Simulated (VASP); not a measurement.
Set up this calculation in VASP 6.6.1, as the native input.

```yaml
Task: single point
Functional: PBE
Potentials_or_basis: VASP PAW PBE potentials, release 64 (Si, Au)
Cutoff: 400 eV
k_mesh: 1 × 1 × 1, shifted
Occupations: fermi-dirac, width 0.1362 eV
Spin: no spin polarisation
Dipole_correction: no
Further_INCAR_settings: LREAL = Auto; ALGO = Normal; EDIFF = 1e-06; NBANDS = 108; ISYM = -1
```

The structure of SiAu lies in POSCAR:

```
SiAu
1.0
    7.2996120000      0.0436550000     -0.1792410000
    0.0436550000      7.3311740000      0.2938770000
   -0.1792410000      0.2938770000      7.6787310000
Si Au
12 12
Direct
    0.6473938896      0.3844774659      0.0750920229
    0.4647214030      0.4793289535      0.3148277201
    0.2351461833      0.9519412916      0.2943015175
    0.8265619426      0.3320644840      0.4057205123
    0.5890959507      0.8518914932      0.8894069646
    0.7214790228      0.0821035684      0.7134593296
    0.9009751572      0.8902865789      0.0015316254
    0.2030725374      0.4434079177      0.1273297028
    0.9152795017      0.0317894539      0.4236753995
    0.7000190839      0.7607560523      0.4448006336
    0.7661916091      0.6383218293      0.7974816211
    1.0379088989      0.7434707687      0.5993409419
    0.3789779528      0.7633765643      0.5671872830
    0.9005881360      0.3347648341      0.8121920970
    0.1444786676      0.4497722450      0.5772285528
    0.8826939683      0.6715386884      0.2352447526
    0.0081745316      0.2054763990      0.1465065547
    0.3999817920      0.4971515572      0.8722058017
    0.6008606748      0.3853330811      0.6205472412
    0.3928766053      0.1495385323      0.0010649755
    0.4878480259      0.7917403082      0.2091080025
    0.1809105799      0.7861573029      0.9544788121
    0.1688264262      0.0612684955      0.7077514782
    0.4475729257      0.1218659401      0.4362158047
```

The input as run:

INCAR

```
PREC = Accurate
ENCUT = 400
EDIFF = 1E-6
ISMEAR = -1
SIGMA = 0.1362
LREAL = Auto
LASPH = T
NELM = 120
ALGO = Normal
ISIF = 2
LWAVE = F
LCHARG = F
GGA = PE
NBANDS = 108
ISYM = -1
GGA_COMPAT = F
```

KPOINTS

```
explicit points
1
Reciprocal
  0.25000000   0.25000000   0.25000000 1
```

Potentials or basis: VASP PAW PBE potentials, release 64 (Si, Au).

The run is started by

```bash
$ cat potpaw_PBE.64/Si/POTCAR potpaw_PBE.64/Au/POTCAR > POTCAR
$ mpirun -np 1 vasp_std > vasp.out
```

Results of the run:

- Pressure: 11.8 GPa
- Largest force: 3.053 eV/Å

Caveat: the atoms stand as in a frame of molecular dynamics.

Run time: 30 s on 1 thread of Intel(R) Xeon(R) 6975P-C (Granite Rapids), with other jobs on the host, peak memory 0.32 GiB.
